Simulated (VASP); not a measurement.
Write the native input for VASP 6.6.1 that does the following.

* Task: single point
* Functional: r2SCAN
* Potentials or basis: VASP PAW PBE potentials, release 64 (Pt, Se)
* Cutoff: 520 eV
* k mesh: 12 × 12 × 6
* Occupations: fermi-dirac, width 0.02 eV
* Spin: no spin polarisation
* Dipole correction: no
* Further INCAR settings: ALGO = Normal; EDIFF = 1e-06; NBANDS = 18

The system is PtSe2.

```
CELL_PARAMETERS angstrom
3.72865 0.00000 0.00000
-1.86433 3.22911 0.00000
0.00000 0.00000 5.27716
ATOMIC_POSITIONS crystal
Pt 0.00000 0.00000 0.00000
Se 0.33333 0.66667 0.24622
Se 0.66667 0.33333 0.75378
```

The input as run:

POSCAR

```
PtSe2
1.0
    3.7286503610      0.0000000000      0.0000000000
   -1.8643251805      3.2291059344      0.0000000000
    0.0000000000      0.0000000000      5.2771566319
Pt Se
1 2
Direct
    0.0000000000      0.0000000000      0.0000000000
    0.3333333333      0.6666666667      0.2462188973
    0.6666666667      0.3333333333      0.7537811027
```

INCAR.step1

```
SYSTEM = PtSe2
  ALGO = Normal
  EDIFF = 1E-4
  ENCUT = 520
  GGA = PE
  ISMEAR = -1
  LASPH = .True.
  LCHARG = .False.
  LREAL = .False.
  LWAVE = .True.
  NBANDS = 18
  NELM = 60
  PREC = Accurate
  SIGMA = 0.02
```

INCAR.step2

```
SYSTEM = PtSe2
  ALGO = Normal
  EDIFF = 1E-6
  ENCUT = 520
  ISIF = 2
  ISMEAR = -1
  ISTART = 1
  LASPH = .True.
  LCHARG = .True.
  LELF = .True.
  LMIXTAU = .True.
  LREAL = .False.
  LVHAR = .True.
  LWAVE = .False.
  METAGGA = R2SCAN
  NBANDS = 18
  NELM = 60
  PREC = Accurate
  SIGMA = 0.02
```

KPOINTS

```
k-points
0
Gamma
  12 12 6
  0 0 0
```

Potentials or basis: VASP PAW PBE potentials, release 64 (Pt, Se).

Launch:

```bash
$ cat potpaw_PBE.64/Pt/POTCAR potpaw_PBE.64/Se/POTCAR > POTCAR
$ cp INCAR.step1 INCAR
$ mpirun -np 1 vasp_std > vasp.out
$ cp INCAR.step2 INCAR
$ mpirun -np 1 vasp_std > vasp.out
```

It gave:

* Pressure: 1.4 GPa
* Largest force: 0.019 eV/Å
* Band gap on the k mesh: zero (bands 11 and 12 overlap by 0.05 eV)

Caveat: the PAW data sets were made with another functional, which shifts forces and pressure a little; spin-orbit coupling is left out, which moves the levels of the heavy elements.

Wall time 10 min on 1 thread of Intel Xeon 8259CL, on a shared host, peak memory 0.26 GiB.
